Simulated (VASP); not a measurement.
# C (R-3m) in VASP: a series of runs, part 3 of 3

VASP 6.6.1. Earlier steps stand in the parts before.

## (5) Single point, LDA (atom 1 (C) moved by (+0.000, +0.150) A along [1 1 0] and z)

Input file INCAR:

```
  PREC = Accurate
  ENCUT = 520
  EDIFF = 1E-6
  ISMEAR = 0
  SIGMA = 0.05
  LREAL = False
  LASPH = True
  NELM = 60
  ALGO = Normal
  ISIF = 2
  LWAVE = False
  LCHARG = True
  LELF = True
  LVHAR = True
  NBANDS = 11
```

Input file KPOINTS:

```
Automatic mesh
0
Gamma
  12 12 12
```

Input file POSCAR:

```
C
1.0
    1.2280263465      0.7090013417      3.3470108394
   -1.2280263465      0.7090013417      3.3470108394
    0.0000000000     -1.4180026834      3.3470108394
C
2
Direct
    0.1789387027      0.1789387027      0.1789387027
    0.8360000000      0.8360000000      0.8360000000
```

Potentials or basis: VASP PAW LDA potentials, release 64 (C).

Started as:

```sh
cat potpaw_LDA.64/C/POTCAR > POTCAR
mpirun -np 1 vasp_std > vasp.out
```

OUTCAR:

```text
PREC = Accurate
   ENCUT = 520
   EDIFF = 1E-6
   ISMEAR = 0
   LREAL = False
   LASPH = True
   NELM = 60
   ISIF = 2

 ion  position               nearest neighbor table
   1  0.179  0.179  0.179-   2 1.42   2 1.42   2 1.42
   2  0.836  0.836  0.836-   1 1.42   1 1.42   1 1.42

  LATTYP: Found a trigonal (rhomboedric) cell.
 ALAT       =     3.6349983727
 COS(alpha) =     0.7717362630

  Lattice vectors:

 A1 = (   1.2280263465,   0.7090013417,   3.3470108394)
 A2 = (  -1.2280263465,   0.7090013417,   3.3470108394)
 A3 = (   0.0000000000,  -1.4180026834,   3.3470108394)

Analysis of symmetry for initial positions (statically):
=====================================================================
 Subroutine PRICEL returns:
 Original cell was already a primitive cell.

 Routine SETGRP: Setting up the symmetry group for a
 trigonal (rhombohedral) supercell.

 Subroutine GETGRP returns: Found 12 space group operations
 (whereof  6 operations were pure point group operations)
 out of a pool of 12 trial point group operations.

The static configuration has the point symmetry C_3v.
 The point group associated with its full space group is D_3d.

Analysis of symmetry for dynamics (positions and initial velocities):
=====================================================================
 Subroutine PRICEL returns:
 Original cell was already a primitive cell.

 Routine SETGRP: Setting up the symmetry group for a
 trigonal (rhombohedral) supercell.

 Subroutine GETGRP returns: Found 12 space group operations
 (whereof  6 operations were pure point group operations)
 out of a pool of 12 trial point group operations.

The dynamic configuration has the point symmetry C_3v.
 The point group associated with its full space group is D_3d.

 Subroutine INISYM returns: Found 12 space group operations
 (whereof  6 operations are pure point group operations),
 and found     1 'primitive' translations

----------------------------------------------------------------------------------------

                                     Primitive cell

  volume of cell :      17.4849

  direct lattice vectors                    reciprocal lattice vectors
     1.228026347  0.709001342  3.347010839     0.407157388  0.235072428  0.099591352
    -1.228026347  0.709001342  3.347010839    -0.407157388  0.235072428  0.099591352
     0.000000000 -1.418002683  3.347010839     0.000000000 -0.470144855  0.099591352

  length of vectors
     3.634998373  3.634998373  3.634998373     0.480577384  0.480577384  0.480577384

  position of ions in fractional coordinates (direct lattice)
     0.178938703  0.178938703  0.178938703
     0.836000000  0.836000000  0.836000000

  ion indices of the primitive-cell ions
   primitive index   ion index
                 1           1
                 2           2

----------------------------------------------------------------------------------------

 KPOINTS: Automatic mesh

Automatic generation of k-mesh.
 Grid dimensions read from file:
 generate k-points for:   12   12   12

 Generating k-lattice:

  Cartesian coordinates                     Fractional coordinates (reciprocal lattice)
     0.033929782  0.019589369  0.008299279     0.083333333  0.000000000  0.000000000
    -0.033929782  0.019589369  0.008299279     0.000000000  0.083333333  0.000000000
     0.000000000 -0.039178738  0.008299279     0.000000000  0.000000000  0.083333333

  Length of vectors
     0.040048115  0.040048115  0.040048115

  Shift w.r.t. Gamma in fractional coordinates (k-lattice)
     0.000000000  0.000000000  0.000000000

 Subroutine IBZKPT returns following result:
 ===========================================

 Found    189 irreducible k-points:

 Following reciprocal coordinates:
            Coordinates               Weight
  0.000000  0.000000  0.000000      1.000000
  0.083333 -0.000000  0.000000      6.000000
  0.166667 -0.000000  0.000000      6.000000
  0.250000 -0.000000  0.000000      6.000000
  0.333333 -0.000000  0.000000      6.000000
  0.416667 -0.000000  0.000000      6.000000
[... 16 lines left out ...]
  0.500000  0.166667  0.000000     12.000000
 -0.416667  0.166667 -0.000000     12.000000
 [... further k-points ...]
   k-points           NKPTS =    189   k-points in BZ     NKDIM =    189   number of bands    NBANDS=     11
   number of dos      NEDOS =    301   number of ions     NIONS =      2
   total plane-waves  NPLWV =  21952
   dimension x,y,z NGX =    28 NGY =   28 NGZ =   28
   dimension x,y,z NGXF=    56 NGYF=   56 NGZF=   56
   ions per type =               2
   NGX,Y,Z   is equivalent  to a cutoff of  12.81, 12.81, 12.81 a.u.
   NGXF,Y,Z  is equivalent  to a cutoff of  25.61, 25.61, 25.61 a.u.
 SYSTEM =  unknown system
   PREC   = accura    normal or accurate (medium, high low for compatibility)
   ISTART =      0    job   : 0-new  1-cont  2-samecut
   ICHARG =      2    charge: 1-file 2-atom 10-const
   ISPIN  =      1    spin polarized calculation?
   LNONCOLLINEAR =      F non collinear calculations
   LSORBIT =      F    spin-orbit coupling
   LASPH  =      T    aspherical Exc in radial PAW
   ENCUT  =  520.0 eV  38.22 Ry    6.18 a.u.   6.76  6.76  6.76*2*pi/ulx,y,z
   NELM   =     60;   NELMIN=  2; NELMDL= -5     # of ELM steps
   EDIFF  = 0.1E-05   stopping-criterion for ELM
   LREAL  =      F    real-space projection
   EDIFFG = 0.1E-04   stopping-criterion for IOM
   NSW    =      0    number of steps for IOM
   IBRION =     -1    ionic relax: 0-MD 1-quasi-New 2-CG
   NFREE  =      0    steps in history (QN), initial steepest desc. (CG)
   ISIF   =      2    stress and relaxation
   ISYM   =      2    0-nonsym 1-usesym 2-fastsym
   POTIM  = 0.5000    time-step for ionic-motion
   TEBEG  =    0.0;   TEEND  =   0.0 temperature during run
   PSTRESS=    0.0 pullay stress
   NELECT =       8.0000    total number of electrons
   NUPDOWN=      -1.0000    fix difference up-down
   EMIN   =  10.00;   EMAX   =-10.00  energy-range for DOS
   EFERMI =   0.00;   METHOD = LEGACY
   ISMEAR =     0;   SIGMA  =   0.05  broadening in eV -4-tet -1-fermi 0-gaus
   EFERMI_NEDOS =   21; number of points for ismear=-14 and -15
   IALGO  =     38    algorithm
   IMIX   =      4    mixing-type and parameters
     AMIX     =   0.40;   BMIX     =  1.00
     AMIX_MAG =   1.60;   BMIX_MAG =  1.00
  volume/ion in A,a.u.               =       8.74        59.00
  Fermi-wavevector in a.u.,A,eV,Ry     =   1.261490  2.383870 21.651724  1.591357
  Thomas-Fermi vector in A             =   2.394946
   LORBIT       =      0    0 simple, 1 ext, 2 COOP (PROOUT), +10 PAW based schemes
   GGA     = CA    functional components
   LHFCALC =     F    Hartree Fock is set to
   AEXX    =    0.0000 exact exchange contribution
   IVDW    =     0    specifies the selected vdW correction
   LEPSILON=     F    determine dielectric tensor
   LRPA    =     F    only Hartree local field effects (RPA)
 non-spin polarized calculation
 Gauss-broadening in eV      SIGMA  =   0.05
  energy-cutoff  :      520.00
  volume of cell :       17.48
 maximum number of plane-waves:       483
   NGX = 13   NGY = 13   NGZ = 13

 number of electron       8.0000000 magnetization

 Free energy of the ion-electron system (eV)
  ---------------------------------------------------
  ext. energy  EPLUGINS =         0.00000000
  ---------------------------------------------------
  free energy    TOTEN  =       -20.13838647 eV

  energy without entropy =      -20.13838647  energy(sigma->0) =      -20.13838647

 E-fermi :   4.5816     XC(G=0): -10.8040

 val. band max:        4.3439128548   @ k =  -0.3333   0.3333   0.0000
 cond. band min:       4.8756001708   @ k =  -0.3333   0.3333   0.0000
 fundamental gap:      0.5316873160
 Fermi energy:         4.5816444426

 k-point     1 :       0.0000    0.0000    0.0000
  band No.  band energies     occupation
      1     -14.8621      2.00000
      2      -1.9169      2.00000
      3       1.7346      2.00000
      4       1.7346      2.00000
      5       8.3013      0.00000
      6      13.0493      0.00000
      7      13.0493      0.00000
      8      16.1965      0.00000
      9      17.8006      0.00000
     10      27.2352      0.00000
     11      29.8919      0.00000
[... 309 lines left out ...]
 k-point    24 :      -0.4167    0.1667   -0.0000
  band No.  band energies     occupation
      1      -9.0072      2.00000
      2      -8.1206      2.00000
      3      -3.4553      2.00000
      4       3.0971      2.00000
      5       6.3494      0.00000
      6      14.9764      0.00000
      7      15.3773      0.00000
      8      17.0201      0.00000
      9      20.0119      0.00000
     10      23.1869      0.00000
     11      27.8888      0.00000

 [... further k-points ...]
[... 5 lines left out ...]
  --------------------------------------------------------------------------------------
  -------------------------------------------------------------------------------------
  Total       -0.5052057     -0.5052057     -0.2045640      0.0000000      0.0000000      0.0000000
  in kB      -46.2930436    -46.2930435    -18.7446227      0.0000000      0.0000000      0.0000000
  external PRESSURE =     -37.1102366 kB  Pullay stress =       0.0000000 kB

 VOLUME and BASIS-vectors are now :
 -----------------------------------------------------------------------------
  energy-cutoff  :      520.00
  volume of cell :       17.48
      direct lattice vectors                 reciprocal lattice vectors
     1.228026347  0.709001342  3.347010839     0.407157388  0.235072428  0.099591352
    -1.228026347  0.709001342  3.347010839    -0.407157388  0.235072428  0.099591352
     0.000000000 -1.418002683  3.347010839     0.000000000 -0.470144855  0.099591352

 POSITION                                       TOTAL-FORCE (eV/Angst)
 -----------------------------------------------------------------------------------
      0.00000      0.00000      1.79673         0.000000      0.000000     -1.697380
      0.00000      0.00000      8.39430         0.000000      0.000000      1.697380
 -----------------------------------------------------------------------------------
    total drift:                               -0.000000      0.000000     -0.000001

  FREE ENERGIE OF THE ION-ELECTRON SYSTEM (eV)
  ---------------------------------------------------
  free  energy   TOTEN  =       -20.1383864672 eV

  energy  without entropy=      -20.1383864672  energy(sigma->0) =      -20.13838647
```

OSZICAR:

```text
N       E                     dE             d eps       ncg     rms          rms(c)
DAV:   1     0.321301562626E+01    0.32130E+01   -0.45455E+03  4278   0.666E+02
DAV:   2    -0.209363554528E+02   -0.24149E+02   -0.22701E+02  5305   0.129E+02
DAV:   3    -0.215062363366E+02   -0.56988E+00   -0.56875E+00  5225   0.167E+01
DAV:   4    -0.215083541369E+02   -0.21178E-02   -0.21177E-02  4813   0.126E+00
DAV:   5    -0.215083632803E+02   -0.91434E-05   -0.91434E-05  5247   0.748E-02    0.651E+00
DAV:   6    -0.204613899160E+02    0.10470E+01   -0.94864E-01  4788   0.553E+00    0.369E+00
DAV:   7    -0.201389499296E+02    0.32244E+00   -0.10015E+00  4899   0.572E+00    0.101E+00
DAV:   8    -0.201389700230E+02   -0.20093E-04   -0.23847E-02  4623   0.101E+00    0.160E-01
DAV:   9    -0.201383938473E+02    0.57618E-03   -0.12743E-03  4961   0.208E-01    0.638E-02
DAV:  10    -0.201383870112E+02    0.68361E-05   -0.93423E-05  5045   0.666E-02    0.243E-02
DAV:  11    -0.201383864672E+02    0.54397E-06   -0.20041E-06  4890   0.104E-02
   1 F= -.20138386E+02 E0= -.20138386E+02  d E =-.184032E-13
```

Run time: 20 s. Hardware: 1 thread of Intel Xeon 6975P-C (Granite Rapids), shared host; peak memory 0.15 GiB.

What came out:

| Item | Value |
| --- | --- |
| Free energy | -20.1384 eV |
| Pressure | -3.7 GPa |
| Largest force | 1.697 eV/Å |

Forces in eV/Å, atoms in the order of the input:
```
C    0.000  0.000 -1.697
C    0.000  0.000  1.697
```

Caveat: the cell differs from its parent crystal (atom 1 (C) moved by (+0.000, +0.150) A along [1 1 0] and z); the cell stands under tension; forces of over 1 eV/Å act on the atoms, so gaps and moduli don't describe the material at rest.

## (6) Overview

```csv
cell,pressure (GPa),largest force (eV/Å)
"as given, atomic positions A",-10.7,5.98
"as given, atomic positions B",-6.8,4.31
"as given, atomic positions C",-5.8,3.46
"as given, atomic positions D",-3.7,1.70
```

Alike in all rows: task single point; level LDA; potentials or basis VASP PAW LDA potentials, release 64 (C); no spin polarisation; k mesh 12 × 12 × 12; cutoff (eV) 520; smearing gaussian 0.05 eV.

Caveats: forces of over 1 eV/Å act on the atoms, so gaps and moduli don't describe the material at rest; the cell stands under tension (at least some runs); the stress differs along the axes, from -24 to -4 GPa (at least some runs); the stress differs along the axes, from -10 to -5 GPa (at least some runs).

Total energies depend on the potentials used, so only differences within one code and one set of settings carry meaning.
